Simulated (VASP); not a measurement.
Runs of VASP 6.6.1 on SiO2. The structure is that of space group R-3m (No. 166), or close to it. The cells are those of the table. 

| task | cell | k mesh | cutoff (eV) | smearing | gap on the mesh (eV) | pressure (GPa) | relaxed volume (Å³/atom) | largest force (eV/Å) |
| --- | --- | --- | --- | --- | --- | --- | --- | --- |
| relaxation of cell and atoms | relaxed from a = 4.646 Å, angles 33.6°, 3 atoms | 6 × 6 × 6 | 600 | gaussian 0.1 eV | 6.12 | -0.1 | (b) | 0.01 |
| single point | a = 5.415 Å, angles 28.9°, 3 atoms | 6 × 6 × 6 | 520 | gaussian 0.1 eV | 6.21 | 0.5 | - | 0.01 |
| single point | a = 5.675 Å, angles 27.5°, 3 atoms | 12 × 12 × 12 | 520 | gaussian 0.02 eV | 6.23 | 0.4 | - | 0.01 |
| single point | a = 4.646 Å, angles 33.6°, 3 atoms | 6 × 6 × 6 | 520 | gaussian 0.1 eV | (a) | (c) | - | 4.49 |
| relaxation of cell and atoms | relaxed from a = 5.415 Å, angles 28.9°, 3 atoms | 12 × 12 × 12 | 600 | gaussian 0.02 eV | 6.15 | 0.0 | 10.92 | 0.01 |

Alike in all rows: level PBE; potentials or basis VASP PAW PBE potentials, release 64 (Si, O); no spin polarisation.

Q: Fill in the values left out.

A: (a) 4.61; (b) 10.61; (c) -16.3.

Caveats: some runs use coarse meshes; the volume moved by over 15 % at a fixed basis, so the end points are rough (some runs); forces of over 1 eV/Å act on the atoms, so gaps and moduli don't describe the material at rest (some runs).

A k mesh can miss the band edges.
